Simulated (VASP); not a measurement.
Set up this calculation in VASP 6.6.1, as the native input.

```yaml
Task: single point
Functional: PBE
Potentials_or_basis: VASP PAW PBE potentials, release 64 (C)
Cutoff: 600 eV
k_mesh: 3 × 3 × 3
Occupations: gaussian, width 0.01 eV
Spin: no spin polarisation
Dipole_correction: no
Further_INCAR_settings: ALGO = Normal; EDIFF = 1e-06; NBANDS = 26
```

The structure of C lies in POSCAR:

```
C
1.0
    3.5716218667      0.0000000000      0.0000000000
    0.0000000000      3.5716218667      0.0000000000
    0.0000000000      0.0000000000      3.5716218667
C
8
Direct
    0.0000000000      0.0000000000      0.0000000000
    0.0000000000      0.5000000000      0.5000000000
    0.5000000000      0.0000000000      0.5000000000
    0.5000000000      0.5000000000      0.0000000000
    0.2500000000      0.2500000000      0.2500000000
    0.2500000000      0.7500000000      0.7500000000
    0.7500000000      0.2500000000      0.7500000000
    0.7500000000      0.7500000000      0.2500000000
```

One way to write it, as run:

INCAR

```
PREC     = Accurate       # precision mode
ENCUT    = 600            # plane-wave cutoff, eV
EDIFF    = 1E-6           # SCF threshold, eV
ISMEAR   = 0              # smearing method
SIGMA    = 0.01           # smearing width, eV
LREAL    = False          # projectors in reciprocal space
LASPH    = True           # aspherical terms in the spheres
NELM     = 120            # most SCF steps
ALGO     = Normal         # electronic algorithm
ISIF     = 2              # what is computed and relaxed
LWAVE    = False          # write WAVECAR
LCHARG   = False          # write CHGCAR
GGA      = PE             # functional
NBANDS   = 26             # bands
GGA_COMPAT= False
```

KPOINTS

```
Automatic mesh
0
Gamma
  3 3 3
```

Potentials or basis: VASP PAW PBE potentials, release 64 (C).

The run is started by

```sh
$ cat potpaw_PBE.64/C/POTCAR > POTCAR
$ mpirun -np 1 vasp_std > vasp.out
```

Results of the run:

| Item | Value |
| --- | --- |
| Pressure | 0.2 GPa |
| Band gap on the k mesh | 4.14 eV |

Caveat: the k points lie up to 0.59 Å⁻¹ apart.

Wall time 4.7 s on 1 thread of AMD EPYC 9R45 96-Core Processor (Zen 5), with other jobs on the host, peak memory 0.12 GiB.
